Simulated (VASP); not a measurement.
# GaP (Cmcm) in VASP: single point with PBE

Aim: the single point of GaP with PBE.

All numbers are computed with VASP 6.6.1; they aren't measurements. Logs are shortened: lines on timing, memory, paths and dates and some standing lists are left out, and cuts for length are marked.

## (1) The cell of the first run

It takes space group Cmcm (No. 63, orthorhombic). Conventional cell: a = 4.726 Å, b = 4.991 Å, c = 13.665 Å, α = 90.00°, β = 90.00°, γ = 90.00°. P (site symmetry m) has 2 P at 2.21 to 2.84 Å and 6 Ga at 2.38 to 2.67 Å within 2.9 Å. P (site symmetry m2m) has 6 Ga at 2.37 to 2.61 Å and 2 P at 2.84 Å within 3.1 Å. Ga (site symmetry m) has 6 P at 2.38 to 2.67 Å and 2 Ga at 2.68 to 2.69 Å within 3.1 Å. Ga (site symmetry m2m) has 6 P at 2.37 to 2.61 Å and 2 Ga at 2.69 Å within 3.1 Å.

## (2) Single point, PBE

File INCAR:

```
SYSTEM = GaP
  ALGO = Normal
  EDIFF = 1E-6
  ENCUT = 500
  GGA = PE
  GGA_COMPAT = .False.
  ISIF = 2
  ISMEAR = -1
  LASPH = .True.
  LCHARG = .False.
  LREAL = .False.
  LWAVE = .False.
  NBANDS = 66
  NELM = 120
  PREC = Accurate
  SIGMA = 0.1
```

File KPOINTS:

```
k-points
0
Gamma
  10 10 4
  0 0 0
```

File POSCAR:

```
GaP
1.0
    2.3631501721     -2.4952607951      0.0000000000
    2.3631501721      2.4952607951      0.0000000000
    0.0000000000      0.0000000000     13.6650768444
P Ga
6 6
Direct
    0.6034047259      0.3965952741      0.0715785647
    0.3965952741      0.6034047259      0.9284214353
    0.3965952741      0.6034047259      0.5715785647
    0.6034047259      0.3965952741      0.4284214353
    0.8946964872      0.1053035128      0.2500000000
    0.1053035128      0.8946964872      0.7500000000
    0.9002995032      0.0997004968      0.5911857836
    0.0997004968      0.9002995032      0.4088142164
    0.0997004968      0.9002995032      0.0911857836
    0.9002995032      0.0997004968      0.9088142164
    0.4167973915      0.5832026085      0.2500000000
    0.5832026085      0.4167973915      0.7500000000
```

Potentials or basis: VASP PAW PBE potentials, release 64 (P, Ga_d).

Command:

```sh
> cat potpaw_PBE.64/P/POTCAR potpaw_PBE.64/Ga_d/POTCAR > POTCAR
> mpirun -np 1 vasp_std > vasp.out
```

OUTCAR:

```text
SYSTEM = GaP
   EDIFF = 1E-6
   ENCUT = 500
   GGA = PE
   ISIF = 2
   ISMEAR = -1
   LASPH = .True.
   LREAL = .False.
   NELM = 120
   PREC = Accurate

 ion  position               nearest neighbor table
   1  0.603  0.397  0.072-   2 2.21   9 2.38   9 2.38   9 2.49   9 2.53  11 2.61  10 2.67   5 2.84

   2  0.397  0.603  0.928-   1 2.21  10 2.38  10 2.38  10 2.49  10 2.53  12 2.61   9 2.67   6 2.84

   3  0.397  0.603  0.572-   4 2.21   7 2.38   7 2.38   7 2.49   7 2.53  12 2.61   8 2.67   6 2.84
[... 15 lines left out ...]
  11  0.417  0.583  0.250-   5 2.37   5 2.37   5 2.38   5 2.61   4 2.61   1 2.61   8 2.69   9 2.69

  12  0.583  0.417  0.750-   6 2.37   6 2.37   6 2.38   6 2.61   2 2.61   3 2.61  10 2.69   7 2.69

  LATTYP: Found a base centered orthorhombic cell.
 ALAT       =     4.7263003442
 B/A-ratio  =     1.0559044552
 C/A-ratio  =     2.8912840592

  Lattice vectors:

 A1 = (   2.3631501721,  -2.4952607951,   0.0000000000)
 A2 = (   2.3631501721,   2.4952607951,   0.0000000000)
 A3 = (   0.0000000000,   0.0000000000,  13.6650768444)

Analysis of symmetry for initial positions (statically):
=====================================================================
 Subroutine PRICEL returns:
 Original cell was already a primitive cell.

 Routine SETGRP: Setting up the symmetry group for a
 base centered orthorhombic supercell.

 Subroutine GETGRP returns: Found  8 space group operations
 (whereof  4 operations were pure point group operations)
 out of a pool of  8 trial point group operations.

The static configuration has the point symmetry C_2h.
 The point group associated with its full space group is D_2h.

Analysis of symmetry for dynamics (positions and initial velocities):
=====================================================================
 Subroutine PRICEL returns:
 Original cell was already a primitive cell.

 Routine SETGRP: Setting up the symmetry group for a
 base centered orthorhombic supercell.

 Subroutine GETGRP returns: Found  8 space group operations
 (whereof  4 operations were pure point group operations)
 out of a pool of  8 trial point group operations.

The dynamic configuration has the point symmetry C_2h.
 The point group associated with its full space group is D_2h.

 Subroutine INISYM returns: Found  8 space group operations
[... 119 lines left out ...]
   EDIFFG = 0.1E-04   stopping-criterion for IOM
   NSW    =      0    number of steps for IOM
   IBRION =     -1    ionic relax: 0-MD 1-quasi-New 2-CG
   NFREE  =      0    steps in history (QN), initial steepest desc. (CG)
   ISIF   =      2    stress and relaxation
   ISYM   =      2    0-nonsym 1-usesym 2-fastsym
   POTIM  = 0.5000    time-step for ionic-motion
   TEBEG  =    0.0;   TEEND  =   0.0 temperature during run
   PSTRESS=    0.0 pullay stress
   NELECT =     108.0000    total number of electrons
   NUPDOWN=      -1.0000    fix difference up-down
   EMIN   =  10.00;   EMAX   =-10.00  energy-range for DOS
   EFERMI =   0.00;   METHOD = LEGACY
   ISMEAR =    -1;   SIGMA  =   0.10  broadening in eV -4-tet -1-fermi 0-gaus
   EFERMI_NEDOS =   21; number of points for ismear=-14 and -15
   IALGO  =     38    algorithm
   IMIX   =      4    mixing-type and parameters
     AMIX     =   0.40;   BMIX     =  1.00
     AMIX_MAG =   1.60;   BMIX_MAG =  1.00
  volume/ion in A,a.u.               =      13.43        90.63
  Fermi-wavevector in a.u.,A,eV,Ry     =   1.432626  2.707271 27.924850  2.052419
  Thomas-Fermi vector in A             =   2.552233
   LORBIT       =      0    0 simple, 1 ext, 2 COOP (PROOUT), +10 PAW based schemes
   GGA     = PE    functional components
   LHFCALC =     F    Hartree Fock is set to
   AEXX    =    0.0000 exact exchange contribution
   IVDW    =     0    specifies the selected vdW correction
   LEPSILON=     F    determine dielectric tensor
   LRPA    =     F    only Hartree local field effects (RPA)
 non-spin polarized calculation
  energy-cutoff  :      500.00
  volume of cell :      161.16
 maximum number of plane-waves:      4124
 NGX is ok and might be reduce to    28
   NGX = 13   NGY = 13   NGZ = 49

 number of electron     108.0000057 magnetization

 Free energy of the ion-electron system (eV)
  ---------------------------------------------------
  ext. energy  EPLUGINS =         0.00000000
  ---------------------------------------------------
  free energy    TOTEN  =       -46.45664611 eV

  energy without entropy =      -46.37473660  energy(sigma->0) =      -46.41569136

 E-fermi :  10.1717     XC(G=0): -12.2196

 val. band max:       10.1682158563   @ k =   0.1000   0.0000   0.0000
 cond. band min:      10.1826357472   @ k =  -0.4000   0.1000   0.0000
 fundamental gap:      0.0144198909
 Fermi energy:        10.1716661581

 k-point     1 :       0.0000    0.0000    0.0000
  band No.  band energies     occupation
      1      -6.1028      2.00000
      2      -5.8475      2.00000
      3      -5.7020      2.00000
      4      -5.6694      2.00000
      5      -5.5333      2.00000
      6      -5.4361      2.00000
[... 1645 lines left out ...]
     65      16.6200      0.00000
     66      16.9525      0.00000

 [... further k-points ...]
[... 5 lines left out ...]
  --------------------------------------------------------------------------------------
  -------------------------------------------------------------------------------------
  Total       30.9027180     30.8941596     30.7948958      0.0000000      0.0000000      0.0000000
  in kB      307.2259693    307.1408843    306.1540319      0.0000000      0.0000000      0.0000000
  external PRESSURE =     306.8402952 kB  Pullay stress =       0.0000000 kB

 VOLUME and BASIS-vectors are now :
 -----------------------------------------------------------------------------
  energy-cutoff  :      500.00
  volume of cell :      161.16
      direct lattice vectors                 reciprocal lattice vectors
     2.363150172 -2.495260795  0.000000000     0.211581983 -0.200379856  0.000000000
     2.363150172  2.495260795  0.000000000     0.211581983  0.200379856  0.000000000
     0.000000000  0.000000000 13.665076844     0.000000000  0.000000000  0.073179245

 POSITION                                       TOTAL-FORCE (eV/Angst)
 -----------------------------------------------------------------------------------
      2.36315     -0.51604      0.97813         0.000000      0.015740     -0.033325
      2.36315      0.51604     12.68695         0.000000     -0.015740      0.033325
      2.36315      0.51604      7.81067         0.000000     -0.015740     -0.033325
      2.36315     -0.51604      5.85441         0.000000      0.015740      0.033325
      2.36315     -1.96974      3.41627         0.000000      0.002187      0.000000
      2.36315      1.96974     10.24881         0.000000     -0.002187      0.000000
      2.36315     -1.99770      8.07860         0.000000     -0.001246     -0.000062
      2.36315      1.99770      5.58648         0.000000      0.001246      0.000062
      2.36315      1.99770      1.24606         0.000000      0.001246     -0.000062
      2.36315     -1.99770     12.41902         0.000000     -0.001246      0.000062
      2.36315      0.41522      3.41627         0.000000     -0.003472     -0.000000
      2.36315     -0.41522     10.24881         0.000000      0.003472      0.000000
 -----------------------------------------------------------------------------------
    total drift:                                0.000000      0.000000      0.000000

  FREE ENERGIE OF THE ION-ELECTRON SYSTEM (eV)
  ---------------------------------------------------
  free  energy   TOTEN  =       -46.4566461132 eV

  energy  without entropy=      -46.3747366037  energy(sigma->0) =      -46.41569136
```

OSZICAR:

```text
N       E                     dE             d eps       ncg     rms          rms(c)
DAV:   1     0.117430321071E+04    0.11743E+04   -0.44607E+04 13358   0.275E+03
DAV:   2     0.191118435876E+03   -0.98318E+03   -0.94490E+03 12340   0.741E+02
DAV:   3    -0.273177772681E+02   -0.21844E+03   -0.20676E+03 14244   0.220E+02
DAV:   4    -0.463664677577E+02   -0.19049E+02   -0.18394E+02 14854   0.635E+01
DAV:   5    -0.473760706258E+02   -0.10096E+01   -0.10017E+01 18032   0.149E+01    0.135E+01
DAV:   6    -0.465294336735E+02    0.84664E+00   -0.19861E+00 18376   0.186E+01    0.783E+00
DAV:   7    -0.464756980107E+02    0.53736E-01   -0.10945E+00 19024   0.767E+00    0.125E+00
DAV:   8    -0.464540922383E+02    0.21606E-01   -0.26457E-01 17456   0.733E+00    0.702E-01
DAV:   9    -0.464565447604E+02   -0.24525E-02   -0.35565E-02 15544   0.273E+00    0.204E-01
DAV:  10    -0.464564422307E+02    0.10253E-03   -0.71307E-03 17104   0.146E+00    0.968E-02
DAV:  11    -0.464565629629E+02   -0.12073E-03   -0.29434E-03 15054   0.813E-01    0.548E-02
DAV:  12    -0.464566257367E+02   -0.62774E-04   -0.94764E-04 15748   0.344E-01    0.219E-02
DAV:  13    -0.464566380455E+02   -0.12309E-04   -0.22712E-04 16688   0.182E-01    0.150E-02
DAV:  14    -0.464566426880E+02   -0.46424E-05   -0.65200E-05 13716   0.112E-01    0.343E-03
DAV:  15    -0.464566461295E+02   -0.34415E-05   -0.34849E-05 16836   0.419E-02    0.367E-03
DAV:  16    -0.464566461132E+02    0.16295E-07   -0.11012E-06  8274   0.107E-02
   1 F= -.46456646E+02 E0= -.46415691E+02  d E =-.819095E-01
```

Wall time 10 min (1 thread of Intel Xeon 6975P-C (Granite Rapids), shared host); peak memory 0.69 GiB.

Results:

| Item | Value |
| --- | --- |
| Free energy | -46.4566 eV |
| Pressure | 30.7 GPa |
| Largest force | 0.037 eV/Å |
| Band gap on the k mesh | zero (bands 54 and 55 overlap by 4.23 eV) |

Forces on the atoms (eV/Å):
```
P    0.000  0.016 -0.033
P    0.000 -0.016  0.033
P    0.000 -0.016 -0.033
P    0.000  0.016  0.033
P    0.000  0.002  0.000
P    0.000 -0.002  0.000
Ga   0.000 -0.001  0.000
Ga   0.000  0.001  0.000
Ga   0.000  0.001  0.000
Ga   0.000 -0.001  0.000
Ga   0.000 -0.003  0.000
Ga   0.000  0.003  0.000
```

Stress tensor (GPa, compression positive):
```
30.72  0.00  0.00
 0.00 30.71  0.00
 0.00  0.00 30.62
```

Caveat: the cell stands under pressure.
